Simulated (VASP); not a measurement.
A run of VASP 6.6.1:

The input INCAR:

```
SYSTEM = Ti3Al
  PREC = Accurate
  ENCUT = 520
  EDIFF = 1E-6
  ISMEAR = 0
  SIGMA = 0.15
  LREAL = .FALSE.
  LASPH = .TRUE.
  NELM = 100
  ALGO = Fast
  ISIF = 2
  LWAVE = .FALSE.
  LCHARG = .TRUE.
  GGA = PS
  LELF = .TRUE.
  LVHAR = .TRUE.
  NBANDS = 28
```

The input KPOINTS:

```
Automatic mesh
0
G
  18 18 6
  0 0 0
```

File POSCAR:

```
Ti3Al
1.0
    2.7006124562      0.0000000000      0.0000000000
   -1.3503062281      2.3387989929      0.0000000000
    0.0000000000      0.0000000000     10.2245187592
Ti Al
3 1
Direct
    0.6666666667      0.3333333333      0.0000000000
    0.3333333333      0.6666666667      0.7511732072
    0.3333333333      0.6666666667      0.2488267928
    0.6666666667      0.3333333333      0.5000000000
```

Potentials or basis: VASP PAW PBE potentials, release 64 (Ti_sv, Al).

Launch:

```sh
$ cat potpaw_PBE.64/Ti_sv/POTCAR potpaw_PBE.64/Al/POTCAR > POTCAR
$ mpirun -np 1 vasp_std > vasp.out
```

Hardware: 1 thread of Intel(R) Xeon(R) 6975P-C (Granite Rapids), with other jobs on the host.

Question: How long does it take, and how much memory?

Answer: Wall time 5.9 min on 1 thread of Intel(R) Xeon(R) 6975P-C (Granite Rapids) (shared host), peak memory 0.33 GiB. Counts: scf iterations 37, k points 148.
